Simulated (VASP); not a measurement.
Set up this calculation in VASP 6.6.1, as the native input.

- Task: single point
- Functional: PBE
- Potentials or basis: VASP PAW PBE potentials, release 64 (Pb_d, Se)
- Cutoff: 520 eV
- k mesh: 8 × 8 × 8
- Occupations: fermi-dirac, width 0.05 eV
- Spin: non-collinear spin, zero start, spin-orbit coupling
- Starting moments: [[0.0, 0.0, 0.0], [0.0, 0.0, 0.0]] μB
- Dipole correction: no
- Further INCAR settings: ALGO = Normal; EDIFF = 1e-06; NBANDS = 32

The structure of PbSe (Clausthalite) lies in POSCAR:

```
PbSe
1.0
    0.0000000000      3.0401081059      3.0401081059
    3.0401081059      0.0000000000      3.0401081059
    3.0401081059      3.0401081059      0.0000000000
Pb Se
1 1
Direct
    0.0000000000      0.0000000000      0.0000000000
    0.5000000000      0.5000000000      0.5000000000
```

These files were run (other wordings do the same):

INCAR

```
SYSTEM = PbSe
ALGO = Normal
EDIFF = 1E-6
ENCUT = 520
GGA = PE
GGA_COMPAT = .False.
ISIF = 2
ISMEAR = -1
LASPH = .True.
LCHARG = .False.
LORBIT = 11
LORBMOM = .True.
LREAL = .False.
LSORBIT = .True.
LWAVE = .False.
MAGMOM = 0 0 0 0 0 0
NBANDS = 32
NELM = 150
PREC = Accurate
SIGMA = 0.05
```

KPOINTS

```
k-points
0
Gamma
  8 8 8
  0 0 0
```

Potentials or basis: VASP PAW PBE potentials, release 64 (Pb_d, Se).

Launch:

```console
$ cat potpaw_PBE.64/Pb_d/POTCAR potpaw_PBE.64/Se/POTCAR > POTCAR
$ mpirun -np 1 vasp_ncl > vasp.out
```

It gave:

```
Pressure                                              : 3.3 GPa
Net moment                                            : 0.00 μB per cell
Valence electrons inside the program's atomic spheres : Pb 11.88; Se 3.82
```

Run time: 82 s on 1 thread of Intel(R) Xeon(R) 6975P-C (Granite Rapids), on a shared host, peak memory 0.32 GiB.
